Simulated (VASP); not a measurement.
Sb: single point with PBE+D3(BJ)

System: Sb, a sheet with vacuum.

```xyz
2
Lattice="4.0685 0.0000 0.0000 -2.0343 3.5234 0.0000 0.0000 0.0000 27.1000" Properties=species:S:1:pos:R:3 pbc="T T T"
Sb    0.0000    2.3489    7.0000
Sb    2.0343    1.1745    8.6500
```

```yaml
Program: VASP 6.6.1
Task: single point
Functional: PBE
Dispersion: D3(BJ)
Potentials_or_basis: VASP PAW PBE potentials, release 64 (Sb_d_GW)
Cutoff: 400 eV
k_mesh: 12 × 12 × 1
Occupations: gaussian, width 0.03 eV
Spin: no spin polarisation
```

The largest force is 0.003 eV/Å, the band gap on the k mesh is 1.18 eV (least direct gap 1.66 eV) and the dispersion energy per atom is -0.237 eV.

Forces in eV/Å, atoms in the order of the input:
```
Sb   0.000  0.000 -0.003
Sb   0.000  0.000  0.003
```

Levels at points of the mesh, in eV from the valence-band top:
| k point | band 12 | band 13 | band 14 | band 15 | band 16 | band 17 | band 18 | band 19 |
| --- | --- | --- | --- | --- | --- | --- | --- | --- |
| (0.00, 0.00, 0.00) | -6.48 | -0.81 | 0.00 | 0.00 | 1.66 | 2.79 | 2.79 | 4.16 |
| (0.50, 0.00, 0.00) | -7.89 | -3.13 | -1.64 | -1.62 | 1.59 | 2.29 | 3.50 | 4.96 |

It took 3.8 min on 1 thread of Intel(R) Xeon(R) Platinum 8259CL CPU @ 2.50GHz (Skylake/Cascade Lake), with other jobs on the host, peak memory 0.42 GiB.

Caveat: spin-orbit coupling is left out, which moves the levels of the heavy elements.
